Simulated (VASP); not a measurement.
# Co (P6_3/mmc) in VASP: notebook, part 2 of 2

VASP 6.6.1. The steps go on from the part before.

### Step 3. Single point, PBE

The input, INCAR:

```
ALGO = Normal ; EDIFF = 1E-6
ENCUT = 600 ; GGA = PE
GGA_COMPAT = False ; ISIF = 2
ISMEAR = -1 ; LASPH = True
LCHARG = False ; LREAL = False
LWAVE = False ; NBANDS = 16
NELM = 120 ; PREC = Accurate
SIGMA = 0.6
```

The input, KPOINTS:

```
k-points
0
Gamma
  15 15 8
```

The input, POSCAR:

```
Co
1.0
    2.4583936733      0.0000000000      0.0000000000
   -1.2291968366      2.1290313736      0.0000000000
    0.0000000000      0.0000000000      3.9606917934
Co
2
Direct
    0.3333333333      0.6666666667      0.2500000000
    0.6666666667      0.3333333333      0.7500000000
```

Potentials or basis: VASP PAW PBE potentials, release 64 (Co).

Run with:

```sh
> cat potpaw_PBE.64/Co/POTCAR > POTCAR
> mpirun -np 1 vasp_std > vasp.out
```

OUTCAR:

```text
EDIFF = 1E-6
   ENCUT = 600
   GGA = PE
   ISIF = 2
   ISMEAR = -1
   LASPH = True
   LREAL = False
   NELM = 120
   PREC = Accurate

 ion  position               nearest neighbor table
   1  0.333  0.667  0.250-   2 2.44   2 2.44   2 2.44   2 2.44   2 2.44   2 2.44
   2  0.667  0.333  0.750-   1 2.44   1 2.44   1 2.44   1 2.44   1 2.44   1 2.44

  LATTYP: Found a hexagonal cell.
 ALAT       =     2.4583936733
 C/A-ratio  =     1.6110893208

  Lattice vectors:

 A1 = (   2.4583936733,   0.0000000000,   0.0000000000)
 A2 = (  -1.2291968366,   2.1290313736,   0.0000000000)
 A3 = (   0.0000000000,   0.0000000000,   3.9606917934)

Analysis of symmetry for initial positions (statically):
=====================================================================
 Subroutine PRICEL returns:
 Original cell was already a primitive cell.

 Routine SETGRP: Setting up the symmetry group for a
 hexagonal supercell.

 Subroutine GETGRP returns: Found 24 space group operations
 (whereof 12 operations were pure point group operations)
 out of a pool of 24 trial point group operations.

The static configuration has the point symmetry D_3d.
 The point group associated with its full space group is D_6h.

Analysis of symmetry for dynamics (positions and initial velocities):
=====================================================================
 Subroutine PRICEL returns:
 Original cell was already a primitive cell.

 Routine SETGRP: Setting up the symmetry group for a
 hexagonal supercell.

 Subroutine GETGRP returns: Found 24 space group operations
 (whereof 12 operations were pure point group operations)
 out of a pool of 24 trial point group operations.

The dynamic configuration has the point symmetry D_3d.
 The point group associated with its full space group is D_6h.

 Subroutine INISYM returns: Found 24 space group operations
 (whereof 12 operations are pure point group operations),
 and found     1 'primitive' translations

----------------------------------------------------------------------------------------

                                     Primitive cell

  volume of cell :      20.7302

  direct lattice vectors                    reciprocal lattice vectors
     2.458393673  0.000000000  0.000000000     0.406769677  0.234848582  0.000000000
    -1.229196837  2.129031374  0.000000000     0.000000000  0.469697165  0.000000000
     0.000000000  0.000000000  3.960691793     0.000000000  0.000000000  0.252481145

  length of vectors
     2.458393673  2.458393673  3.960691793     0.469697165  0.469697165  0.252481145

  position of ions in fractional coordinates (direct lattice)
     0.333333333  0.666666667  0.250000000
     0.666666667  0.333333333  0.750000000

  ion indices of the primitive-cell ions
   primitive index   ion index
                 1           1
                 2           2

----------------------------------------------------------------------------------------

 KPOINTS: k-points

Automatic generation of k-mesh.
 Grid dimensions read from file:
 generate k-points for:   15   15    8

 Generating k-lattice:

  Cartesian coordinates                     Fractional coordinates (reciprocal lattice)
     0.027117978  0.015656572  0.000000000     0.066666667  0.000000000  0.000000000
     0.000000000  0.031313144  0.000000000     0.000000000  0.066666667  0.000000000
     0.000000000  0.000000000  0.031560143     0.000000000  0.000000000  0.125000000

  Length of vectors
     0.031313144  0.031313144  0.031560143

  Shift w.r.t. Gamma in fractional coordinates (k-lattice)
     0.000000000  0.000000000  0.000000000

 Subroutine IBZKPT returns following result:
 ===========================================

 Found    135 irreducible k-points:

 Following reciprocal coordinates:
            Coordinates               Weight
  0.000000  0.000000  0.000000      1.000000
  0.066667 -0.000000  0.000000      6.000000
  0.133333 -0.000000  0.000000      6.000000
  0.200000 -0.000000  0.000000      6.000000
  0.266667 -0.000000  0.000000      6.000000
  0.333333 -0.000000  0.000000      6.000000
[... 16 lines left out ...]
  0.333333  0.200000  0.000000     12.000000
  0.400000  0.200000  0.000000      6.000000
 [... further k-points ...]
   k-points           NKPTS =    135   k-points in BZ     NKDIM =    135   number of bands    NBANDS=     16
   number of dos      NEDOS =    301   number of ions     NIONS =      2
   total plane-waves  NPLWV =  12800
   dimension x,y,z NGX =    20 NGY =   20 NGZ =   32
   dimension x,y,z NGXF=    40 NGYF=   40 NGZF=   64
   ions per type =               2
   NGX,Y,Z   is equivalent  to a cutoff of  13.52, 13.52, 13.43 a.u.
   NGXF,Y,Z  is equivalent  to a cutoff of  27.05, 27.05, 26.86 a.u.
 SYSTEM =  unknown system
   PREC   = accura    normal or accurate (medium, high low for compatibility)
   ISTART =      0    job   : 0-new  1-cont  2-samecut
   ICHARG =      2    charge: 1-file 2-atom 10-const
   ISPIN  =      1    spin polarized calculation?
   LNONCOLLINEAR =      F non collinear calculations
   LSORBIT =      F    spin-orbit coupling
   LASPH  =      T    aspherical Exc in radial PAW
   ENCUT  =  600.0 eV  44.10 Ry    6.64 a.u.   4.91  4.91  7.91*2*pi/ulx,y,z
   NELM   =    120;   NELMIN=  2; NELMDL= -5     # of ELM steps
   EDIFF  = 0.1E-05   stopping-criterion for ELM
   LREAL  =      F    real-space projection
   EDIFFG = 0.1E-04   stopping-criterion for IOM
   NSW    =      0    number of steps for IOM
   IBRION =     -1    ionic relax: 0-MD 1-quasi-New 2-CG
   NFREE  =      0    steps in history (QN), initial steepest desc. (CG)
   ISIF   =      2    stress and relaxation
   ISYM   =      2    0-nonsym 1-usesym 2-fastsym
   POTIM  = 0.5000    time-step for ionic-motion
   TEBEG  =    0.0;   TEEND  =   0.0 temperature during run
   PSTRESS=    0.0 pullay stress
   NELECT =      18.0000    total number of electrons
   NUPDOWN=      -1.0000    fix difference up-down
   EMIN   =  10.00;   EMAX   =-10.00  energy-range for DOS
   EFERMI =   0.00;   METHOD = LEGACY
   ISMEAR =    -1;   SIGMA  =   0.60  broadening in eV -4-tet -1-fermi 0-gaus
   EFERMI_NEDOS =   21; number of points for ismear=-14 and -15
   IALGO  =     38    algorithm
   IMIX   =      4    mixing-type and parameters
     AMIX     =   0.40;   BMIX     =  1.00
     AMIX_MAG =   1.60;   BMIX_MAG =  1.00
  volume/ion in A,a.u.               =      10.37        69.95
  Fermi-wavevector in a.u.,A,eV,Ry     =   1.561819  2.951411 33.188418  2.439280
  Thomas-Fermi vector in A             =   2.664829
   LORBIT       =      0    0 simple, 1 ext, 2 COOP (PROOUT), +10 PAW based schemes
   GGA     = PE    functional components
   LHFCALC =     F    Hartree Fock is set to
   AEXX    =    0.0000 exact exchange contribution
   IVDW    =     0    specifies the selected vdW correction
   LEPSILON=     F    determine dielectric tensor
   LRPA    =     F    only Hartree local field effects (RPA)
 non-spin polarized calculation
  energy-cutoff  :      600.00
  volume of cell :       20.73
 maximum number of plane-waves:       708
 NGX is ok and might be reduce to    20
   NGX =  9   NGY =  9   NGZ = 15

 number of electron      18.0000001 magnetization

 Free energy of the ion-electron system (eV)
  ---------------------------------------------------
  ext. energy  EPLUGINS =         0.00000000
  ---------------------------------------------------
  free energy    TOTEN  =       -15.83989565 eV

  energy without entropy =      -12.17340270  energy(sigma->0) =      -14.00664917

 E-fermi :  11.0403     XC(G=0): -13.6890

 val. band max:       11.0399772042   @ k =   0.3333  -0.0000   0.3750
 cond. band min:      11.0409995587   @ k =   0.2667   0.2000   0.1250
 fundamental gap:      0.0010223546
 Fermi energy:        11.0402521431

 k-point     1 :       0.0000    0.0000    0.0000
  band No.  band energies     occupation
      1       1.7385      2.00000
      2       6.0518      1.99951
      3       9.0642      1.92841
      4       9.0668      1.92810
      5       9.0668      1.92810
      6       9.4350      1.87112
[... 8 lines left out ...]
     15      36.4035      0.00000
     16      36.4236      0.00000
[... 419 lines left out ...]
 k-point    24 :       0.4000    0.2000    0.0000
  band No.  band energies     occupation
      1       6.9903      1.99766
      2       6.9981      1.99763
      3       7.0785      1.99729
      4       8.0063      1.98735
      5       8.7006      1.96029
      6       8.9331      1.94205
[... 8 lines left out ...]
     15      22.8855      0.00000
     16      24.8716      0.00000

 [... further k-points ...]
[... 5 lines left out ...]
  --------------------------------------------------------------------------------------
  -------------------------------------------------------------------------------------
  Total        1.8482056      1.8482056      2.1466972      0.0000000     -0.0000000      0.0000000
  in kB      142.8421326    142.8421326    165.9116320      0.0000000     -0.0000000      0.0000000
  external PRESSURE =     150.5319657 kB  Pullay stress =       0.0000000 kB

 VOLUME and BASIS-vectors are now :
 -----------------------------------------------------------------------------
  energy-cutoff  :      600.00
  volume of cell :       20.73
      direct lattice vectors                 reciprocal lattice vectors
     2.458393673  0.000000000  0.000000000     0.406769677  0.234848582  0.000000000
    -1.229196837  2.129031374  0.000000000     0.000000000  0.469697165  0.000000000
     0.000000000  0.000000000  3.960691793     0.000000000  0.000000000  0.252481145

 POSITION                                       TOTAL-FORCE (eV/Angst)
 -----------------------------------------------------------------------------------
     -0.00000      1.41935      0.99017        -0.000000     -0.000000      0.000000
      1.22920      0.70968      2.97052         0.000000      0.000000     -0.000000
 -----------------------------------------------------------------------------------
    total drift:                               -0.000000     -0.000000     -0.000000

  FREE ENERGIE OF THE ION-ELECTRON SYSTEM (eV)
  ---------------------------------------------------
  free  energy   TOTEN  =       -15.8398956452 eV

  energy  without entropy=      -12.1734027036  energy(sigma->0) =      -14.00664917
```

stdout:

```text
POSCAR found type information on POSCAR Co
 POSCAR found :  1 types and       2 ions
 scaLAPACK will be used
 LDA part: xc-table for (Slater+PW92), standard interpolation
 POSCAR, INCAR and KPOINTS ok, starting setup
 FFT: planning ... GRIDC
 FFT: planning ... GRID_SOFT
 FFT: planning ... GRID
 WAVECAR not read
 entering main loop
```

Wall time 32 s (1 thread of AMD EPYC 9R45 (Zen 5), shared host); peak memory 0.14 GiB.

Results:

```
Free energy            : -15.8399 eV
Pressure               : 15.1 GPa
Band gap on the k mesh : zero (band 9 reaches 11.34 eV, above the bottom of band 10 at 9.77 eV)
```

Stress tensor (GPa, compression positive):
```
14.28  0.00  0.00
 0.00 14.28  0.00
 0.00  0.00 16.59
```

Caveat: the run has no spin polarisation, though such a crystal can be magnetic. Spin polarisation is off, so any magnetic state and its effect on volume and gap are missing.
